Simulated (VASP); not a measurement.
The system is Pb.

```
CELL_PARAMETERS angstrom
0.00000 4.95004 4.95004
4.95004 0.00000 4.95004
4.95004 4.95004 0.00000
ATOMIC_POSITIONS crystal
Pb 0.00000 0.00000 0.00000
Pb 0.00000 0.00000 0.50000
Pb 0.00000 0.50000 0.00000
Pb 0.00000 0.50000 0.50000
Pb 0.50000 0.00000 0.00000
Pb 0.50000 0.00000 0.50000
Pb 0.50000 0.50000 0.00000
Pb 0.50000 0.50000 0.50000
```

Base run:

| Item | Value |
| --- | --- |
| Program | VASP 6.6.1 |
| Functional | PBEsol |
| Potentials or basis | VASP PAW PBE potentials, release 64 (Pb_d) |
| Cutoff | 520 eV |
| k mesh | 6 × 6 × 6 |
| Occupations | fermi-dirac, width 0.05 eV |
| Spin | no spin polarisation |

Its results: band gap on the k mesh zero (band 56 reaches 9.14 eV, above the bottom of band 57 at 7.07 eV); pressure -0.3 GPa.

Q: The run is repeated on the same cell with these changes: k mesh from 6 × 6 × 6 to 3 × 3 × 3. What comes out?

A: Band gap on the k mesh zero (band 56 reaches 9.15 eV, above the bottom of band 57 at 7.08 eV); pressure 0.4 GPa.

Caveats: some runs use coarse meshes; the PAW data sets were made with another functional, which shifts forces and pressure a little; spin-orbit coupling is left out, which moves the levels of the heavy elements.
